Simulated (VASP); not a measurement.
NaCl: single point with PBE

Crystal: NaCl.

```
Na Cl
1.0
     3.45955    0.00000    0.00000
     0.00000    3.45955    0.00000
     0.00000    0.00000    3.45955
Na Cl
1 1
Cartesian
  0.0000 0.0000 0.0000
  1.7298 1.7298 1.7298
```

```yaml
Program: VASP 6.6.1
Task: single point
Functional: PBE
Potentials_or_basis: VASP PAW PBE potentials, release 64 (Na_pv, Cl)
Cutoff: 520 eV
k_mesh: 4 × 4 × 4
Occupations: gaussian, width 0.01 eV
Spin: no spin polarisation
Dipole_correction: no
Further_INCAR_settings: ALGO = Normal; EDIFF = 1e-07; NBANDS = 14
```

The pressure is 1.2 GPa and the band gap on the k mesh is 4.10 eV, indirect (least direct gap 4.62 eV).

Levels at points of the mesh, in eV from the valence-band top:
| k point | band 4 | band 5 | band 6 | band 7 | band 8 | band 9 | band 10 | band 11 |
| --- | --- | --- | --- | --- | --- | --- | --- | --- |
| (0.00, 0.00, 0.00) | -13.51 | -0.52 | -0.52 | -0.52 | 4.10 | 8.53 | 8.53 | 16.03 |
| (0.50, 0.00, 0.00) | -13.11 | -3.11 | -0.27 | -0.27 | 7.03 | 8.81 | 10.49 | 11.93 |
| (0.50, 0.50, 0.00) | -12.82 | -2.39 | -2.39 | 0.00 | 5.53 | 9.96 | 11.27 | 11.27 |
| (0.50, 0.50, 0.50) | -12.52 | -1.96 | -1.96 | -1.96 | 7.11 | 7.11 | 7.11 | 11.94 |

It took 18 s on 1 thread of AMD EPYC 7R13, with other jobs on the host, peak memory 0.11 GiB.

Caveat: the k points lie up to 0.45 Å⁻¹ apart. A k mesh can miss the band edges.
